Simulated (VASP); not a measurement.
# Ga5Sb5H4 in VASP: single point with PBE

Aim: the single point of Ga5Sb5H4 with PBE.

Program: VASP 6.6.1. These are calculated values, not measurements. Logs are shortened: lines on timing, memory, paths and dates and some standing lists are left out, and cuts for length are marked.

**1. The cell of the first run**

The cell holds a wire or tube with vacuum around it, 14 atoms: a = 20.600 Å, b = 10.000 Å, c = 7.271 Å, α = 90.00°, β = 90.00°, γ = 90.00°.

**2. Single point, PBE**

The input, INCAR:

```
ALGO = Normal
EDIFF = 1E-6
ENCUT = 520
GGA = PE
ISIF = 2
ISMEAR = 0
LASPH = T
LCHARG = F
LREAL = F
LWAVE = F
NBANDS = 60
NELM = 80
PREC = Accurate
SIGMA = 0.05
```

The input, KPOINTS:

```
k-points
0
Gamma
  1 1 5
```

The input, POSCAR:

```
Ga5Sb5H4
1.0
   20.6000000000      0.0000000000      0.0000000000
    0.0000000000     10.0000000000      0.0000000000
    0.0000000000      0.0000000000      7.2710018921
Ga Sb H
5 5 4
Direct
    0.6418321575      0.4358575667      0.3412371183
    0.5000000000      0.6640219023      0.3274100717
    0.5931618705      0.5982317325      0.8258487596
    0.3581678425      0.4358575667      0.3412371183
    0.4068381295      0.5982317325      0.8258487596
    0.6158034431      0.6624663898      0.1726113996
    0.6936912552      0.4765496238      0.6649032514
    0.3841965569      0.6624663898      0.1726113996
    0.5000000000      0.7412915304      0.6734170377
    0.3063087448      0.4765496238      0.6649032514
    0.6362342021      0.2956583679      0.2437392835
    0.3637657979      0.2956583679      0.2437392835
    0.6715772159      0.3248575964      0.7601503152
    0.3284227841      0.3248575964      0.7601503152
```

Potentials or basis: VASP PAW PBE potentials, release 64 (Ga_d, Sb, H).

Launch:

```
cat potpaw_PBE.64/Ga_d/POTCAR potpaw_PBE.64/Sb/POTCAR potpaw_PBE.64/H/POTCAR > POTCAR
mpirun -np 1 vasp_std > vasp.out
```

OUTCAR:

```text
EDIFF = 1E-6
   ENCUT = 520
   GGA = PE
   ISIF = 2
   ISMEAR = 0
   LASPH = T
   LREAL = F
   NELM = 80
   PREC = Accurate

 ion  position               nearest neighbor table
   1  0.642  0.436  0.341-  11 1.58   7 2.62   6 2.63
   2  0.500  0.664  0.327-   9 2.63   8 2.64   6 2.64
   3  0.593  0.598  0.826-   9 2.64   6 2.64   7 2.67
   4  0.358  0.436  0.341-  12 1.58  10 2.62   8 2.63
   5  0.407  0.598  0.826-   9 2.64   8 2.64  10 2.67
   6  0.616  0.662  0.173-   1 2.63   2 2.64   3 2.64
   7  0.694  0.477  0.665-  13 1.73   1 2.62   3 2.67
   8  0.384  0.662  0.173-   4 2.63   2 2.64   5 2.64
   9  0.500  0.741  0.673-   2 2.63   3 2.64   5 2.64
  10  0.306  0.477  0.665-  14 1.73   4 2.62   5 2.67
  11  0.636  0.296  0.244-   1 1.58
  12  0.364  0.296  0.244-   4 1.58
  13  0.672  0.325  0.760-   7 1.73
  14  0.328  0.325  0.760-  10 1.73

  LATTYP: Found a simple orthorhombic cell.
 ALAT       =     7.2710018921
 B/A-ratio  =     1.3753262822
 C/A-ratio  =     2.8331721413

  Lattice vectors:

 A1 = (   0.0000000000,   0.0000000000,  -7.2710018921)
 A2 = (   0.0000000000,  10.0000000000,   0.0000000000)
 A3 = (  20.6000000000,   0.0000000000,   0.0000000000)

Analysis of symmetry for initial positions (statically):
=====================================================================
 Subroutine PRICEL returns:
 Original cell was already a primitive cell.

 Routine SETGRP: Setting up the symmetry group for a
 simple orthorhombic supercell.

 Subroutine GETGRP returns: Found  2 space group operations
 (whereof  2 operations were pure point group operations)
 out of a pool of  8 trial point group operations.

The static configuration has the point symmetry C_1h.

Analysis of symmetry for dynamics (positions and initial velocities):
=====================================================================
 Subroutine PRICEL returns:
 Original cell was already a primitive cell.

 Routine SETGRP: Setting up the symmetry group for a
 simple orthorhombic supercell.

 Subroutine GETGRP returns: Found  2 space group operations
 (whereof  2 operations were pure point group operations)
 out of a pool of  8 trial point group operations.

The dynamic configuration has the point symmetry C_1h.

 Subroutine INISYM returns: Found  2 space group operations
 (whereof  2 operations are pure point group operations),
 and found     1 'primitive' translations

----------------------------------------------------------------------------------------

                                     Primitive cell

  volume of cell :    1497.8264

  direct lattice vectors                    reciprocal lattice vectors
    20.600000000  0.000000000  0.000000000     0.048543689  0.000000000  0.000000000
     0.000000000 10.000000000  0.000000000     0.000000000  0.100000000  0.000000000
     0.000000000  0.000000000  7.271001892     0.000000000  0.000000000  0.137532628

  length of vectors
    20.600000000 10.000000000  7.271001892     0.048543689  0.100000000  0.137532628

  position of ions in fractional coordinates (direct lattice)
     0.641832157  0.435857567  0.341237118
     0.500000000  0.664021902  0.327410072
     0.593161870  0.598231732  0.825848760
     0.358167843  0.435857567  0.341237118
     0.406838130  0.598231732  0.825848760
     0.615803443  0.662466390  0.172611400
     0.693691255  0.476549624  0.664903251
     0.384196557  0.662466390  0.172611400
     0.500000000  0.741291530  0.673417038
     0.306308745  0.476549624  0.664903251
     0.636234202  0.295658368  0.243739283
     0.363765798  0.295658368  0.243739283
     0.671577216  0.324857596  0.760150315
     0.328422784  0.324857596  0.760150315

  ion indices of the primitive-cell ions
   primitive index   ion index
                 1           1
                 2           2
                 3           3
                 4           4
                 5           5
                 6           6
                 7           7
                 8           8
                 9           9
                10          10
                11          11
                12          12
                13          13
                14          14

----------------------------------------------------------------------------------------

 KPOINTS: k-points

Automatic generation of k-mesh.
 Grid dimensions read from file:
 generate k-points for:    1    1    5

 Generating k-lattice:

  Cartesian coordinates                     Fractional coordinates (reciprocal lattice)
     0.048543689  0.000000000  0.000000000     1.000000000  0.000000000  0.000000000
     0.000000000  0.100000000  0.000000000     0.000000000  1.000000000  0.000000000
     0.000000000  0.000000000  0.027506526     0.000000000  0.000000000  0.200000000

  Length of vectors
     0.048543689  0.100000000  0.027506526

  Shift w.r.t. Gamma in fractional coordinates (k-lattice)
     0.000000000  0.000000000  0.000000000

 Subroutine IBZKPT returns following result:
 ===========================================

 Found      3 irreducible k-points:

 Following reciprocal coordinates:
            Coordinates               Weight
  0.000000  0.000000  0.000000      1.000000
  0.000000  0.000000  0.200000      2.000000
  0.000000  0.000000  0.400000      2.000000
   k-points           NKPTS =      3   k-points in BZ     NKDIM =      3   number of bands    NBANDS=     60
   number of dos      NEDOS =    301   number of ions     NIONS =     14
   total plane-waves  NPLWV = 691200
   dimension x,y,z NGX =   160 NGY =   80 NGZ =   54
   dimension x,y,z NGXF=   320 NGYF=  160 NGZF=  108
   ions per type =               5   5   4
   NGX,Y,Z   is equivalent  to a cutoff of  12.91, 13.30, 12.35 a.u.
   NGXF,Y,Z  is equivalent  to a cutoff of  25.82, 26.60, 24.69 a.u.
 SYSTEM =  unknown system
   PREC   = accura    normal or accurate (medium, high low for compatibility)
   ISTART =      0    job   : 0-new  1-cont  2-samecut
   ICHARG =      2    charge: 1-file 2-atom 10-const
   ISPIN  =      1    spin polarized calculation?
   LNONCOLLINEAR =      F non collinear calculations
   LSORBIT =      F    spin-orbit coupling
   LASPH  =      T    aspherical Exc in radial PAW
   ENCUT  =  520.0 eV  38.22 Ry    6.18 a.u.  38.30 18.59 13.52*2*pi/ulx,y,z
   NELM   =     80;   NELMIN=  2; NELMDL= -5     # of ELM steps
   EDIFF  = 0.1E-05   stopping-criterion for ELM
   LREAL  =      F    real-space projection
   EDIFFG = 0.1E-04   stopping-criterion for IOM
   NSW    =      0    number of steps for IOM
   IBRION =     -1    ionic relax: 0-MD 1-quasi-New 2-CG
   NFREE  =      0    steps in history (QN), initial steepest desc. (CG)
   ISIF   =      2    stress and relaxation
   ISYM   =      2    0-nonsym 1-usesym 2-fastsym
   POTIM  = 0.5000    time-step for ionic-motion
   TEBEG  =    0.0;   TEEND  =   0.0 temperature during run
   PSTRESS=    0.0 pullay stress
   NELECT =      94.0000    total number of electrons
   NUPDOWN=      -1.0000    fix difference up-down
   EMIN   =  10.00;   EMAX   =-10.00  energy-range for DOS
   EFERMI =   0.00;   METHOD = LEGACY
   ISMEAR =     0;   SIGMA  =   0.05  broadening in eV -4-tet -1-fermi 0-gaus
   EFERMI_NEDOS =   21; number of points for ismear=-14 and -15
   IALGO  =     38    algorithm
   IMIX   =      4    mixing-type and parameters
     AMIX     =   0.40;   BMIX     =  1.00
     AMIX_MAG =   1.60;   BMIX_MAG =  1.00
  volume/ion in A,a.u.               =     106.99       721.99
  Fermi-wavevector in a.u.,A,eV,Ry     =   0.650574  1.229407  5.758625  0.423247
  Thomas-Fermi vector in A             =   1.719897
   LORBIT       =      0    0 simple, 1 ext, 2 COOP (PROOUT), +10 PAW based schemes
   GGA     = PE    functional components
   LHFCALC =     F    Hartree Fock is set to
   AEXX    =    0.0000 exact exchange contribution
   IVDW    =     0    specifies the selected vdW correction
   LEPSILON=     F    determine dielectric tensor
   LRPA    =     F    only Hartree local field effects (RPA)
 non-spin polarized calculation
 Gauss-broadening in eV      SIGMA  =   0.05
  energy-cutoff  :      520.00
  volume of cell :     1497.83
 maximum number of plane-waves:     40387
 NGX is ok and might be reduce to   160
   NGX = 77   NGY = 37   NGZ = 27

 number of electron      94.0000008 magnetization

 Free energy of the ion-electron system (eV)
  ---------------------------------------------------
  ext. energy  EPLUGINS =         0.00000000
  ---------------------------------------------------
  free energy    TOTEN  =       -45.49583060 eV

  energy without entropy =      -45.49583060  energy(sigma->0) =      -45.49583060

 E-fermi :  -3.0510     XC(G=0):  -2.8347

 val. band max:       -3.3228754662   @ k =   0.0000   0.0000   0.0000
 cond. band min:      -1.8133990753   @ k =   0.0000   0.0000   0.2000
 fundamental gap:      1.5094763908
 Fermi energy:        -3.0510349327

 k-point     1 :       0.0000    0.0000    0.0000
  band No.  band energies     occupation
      1     -17.7361      2.00000
      2     -17.7263      2.00000
      3     -17.7181      2.00000
      4     -17.7130      2.00000
      5     -17.6851      2.00000
      6     -17.6686      2.00000
[... 51 lines left out ...]
     58       0.8574      0.00000
     59       1.1090      0.00000

 k-point     2 :       0.0000    0.0000    0.2000
  band No.  band energies     occupation
      1     -17.7347      2.00000
      2     -17.7253      2.00000
      3     -17.7194      2.00000
      4     -17.7145      2.00000
      5     -17.6861      2.00000
      6     -17.6684      2.00000
[... 51 lines left out ...]
     58       0.7677      0.00000
     59       0.9816      0.00000

 k-point     3 :       0.0000    0.0000    0.4000
  band No.  band energies     occupation
      1     -17.7316      2.00000
      2     -17.7223      2.00000
      3     -17.7222      2.00000
      4     -17.7181      2.00000
      5     -17.6876      2.00000
      6     -17.6682      2.00000
[... 51 lines left out ...]
     58       0.5606      0.00000
     59       0.9221      0.00000
 [bands above 59 left out]

------------------------ aborting loop because EDIFF is reached ----------------------------------------

  FORCE on cell =-STRESS in cart. coord.  units (eV):
  Direction    XX          YY          ZZ          XY          YZ          ZX
  --------------------------------------------------------------------------------------
  -------------------------------------------------------------------------------------
  Total        0.1388359      0.0101721      0.1895504      0.0000000     -0.1665153      0.0000000
  in kB        0.1485083      0.0108807      0.2027560      0.0000000     -0.1781162      0.0000000
  external PRESSURE =       0.1207150 kB  Pullay stress =       0.0000000 kB

 VOLUME and BASIS-vectors are now :
 -----------------------------------------------------------------------------
  energy-cutoff  :      520.00
  volume of cell :     1497.83
      direct lattice vectors                 reciprocal lattice vectors
    20.600000000  0.000000000  0.000000000     0.048543689  0.000000000  0.000000000
     0.000000000 10.000000000  0.000000000     0.000000000  0.100000000  0.000000000
     0.000000000  0.000000000  7.271001892     0.000000000  0.000000000  0.137532628

 POSITION                                       TOTAL-FORCE (eV/Angst)
 -----------------------------------------------------------------------------------
     13.22174      4.35858      2.48114        -0.013669     -0.040899     -0.012087
     10.30000      6.64022      2.38060         0.000000     -0.020116     -0.002223
     12.21913      5.98232      6.00475        -0.007007     -0.011650      0.001545
      7.37826      4.35858      2.48114         0.013669     -0.040899     -0.012087
      8.38087      5.98232      6.00475         0.007007     -0.011650      0.001545
     12.68555      6.62466      1.25506         0.014361      0.024410     -0.004235
     14.29004      4.76550      4.83451         0.053892      0.091611     -0.031284
      7.91445      6.62466      1.25506        -0.014361      0.024410     -0.004235
     10.30000      7.41292      4.89642         0.000000      0.032047      0.003715
      6.30996      4.76550      4.83451        -0.053892      0.091611     -0.031284
     13.10642      2.95658      1.77223         0.004443      0.017490      0.007469
      7.49358      2.95658      1.77223        -0.004443      0.017490      0.007469
     13.83449      3.24858      5.52705        -0.031169     -0.086928      0.037845
      6.76551      3.24858      5.52705         0.031169     -0.086928      0.037845
 -----------------------------------------------------------------------------------
    total drift:                                0.000000      0.002187     -0.003389

  FREE ENERGIE OF THE ION-ELECTRON SYSTEM (eV)
  ---------------------------------------------------
  free  energy   TOTEN  =       -45.4958306020 eV

  energy  without entropy=      -45.4958306020  energy(sigma->0) =      -45.49583060
```

Wall time 9.2 min (1 thread of Intel Xeon Platinum 8488C (Sapphire Rapids), shared host); peak memory 1.3 GiB.

Results:

| Quantity | Value |
| --- | --- |
| Free energy | -45.4958 eV |
| Largest force | 0.111 eV/Å |
| Band gap on the k mesh | 1.51 eV (least direct gap 1.52 eV) |

Forces on the atoms (eV/Å):
```
Ga  -0.014 -0.041 -0.012
Ga   0.000 -0.020 -0.002
Ga  -0.007 -0.012  0.002
Ga   0.014 -0.041 -0.012
Ga   0.007 -0.012  0.002
Sb   0.014  0.024 -0.004
Sb   0.054  0.092 -0.031
Sb  -0.014  0.024 -0.004
Sb   0.000  0.032  0.004
Sb  -0.054  0.092 -0.031
H    0.004  0.017  0.007
H   -0.004  0.017  0.007
H   -0.031 -0.087  0.038
H    0.031 -0.087  0.038
```

Caveat: spin-orbit coupling is left out, which moves the levels of the heavy elements.
